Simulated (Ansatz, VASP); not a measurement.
## Two plane-wave programs on Ti

```
Ti
1.0
     3.34934    0.00000    0.00000
     0.00000    3.34934    0.00000
     0.00000    0.00000    3.34934
Ti
2
Cartesian
  0.0000 0.0000 0.0000
  1.6747 1.6747 1.6747
```

Change from the starting cell: equal strain along all axes, cell held, atoms relaxed: +3.0 %.

Alike in both runs: task single point; functional r2SCAN; k mesh 16 × 16 × 16; occupations gaussian, width 0.1 eV; no spin polarisation.

|  | VASP | Ansatz |
| --- | --- | --- |
| version | VASP 6.6.1 | Ansatz 0.2.0 |
| potentials or method | VASP PAW PBE potentials, release 64 (Ti_sv), cutoff 520 eV | scalar-relativistic, plane waves, PAW |
| valence electrons in the cell | 24 | 24 |

VASP gave:

```
gap on the k mesh at the Fermi level (eV) : none
pressure (GPa)                            : -8.1
```

**Question.** What did Ansatz give for the same quantities?

**Answer.** gap on the k mesh at the Fermi level (eV): none; pressure (GPa): -8.5.

VASP's potentials were made for PBE, not for r2SCAN. A gap of «none» marks a metal or a gap that the smearing closes. With one functional, cell and mesh, what is left measures potentials, basis and numerics.
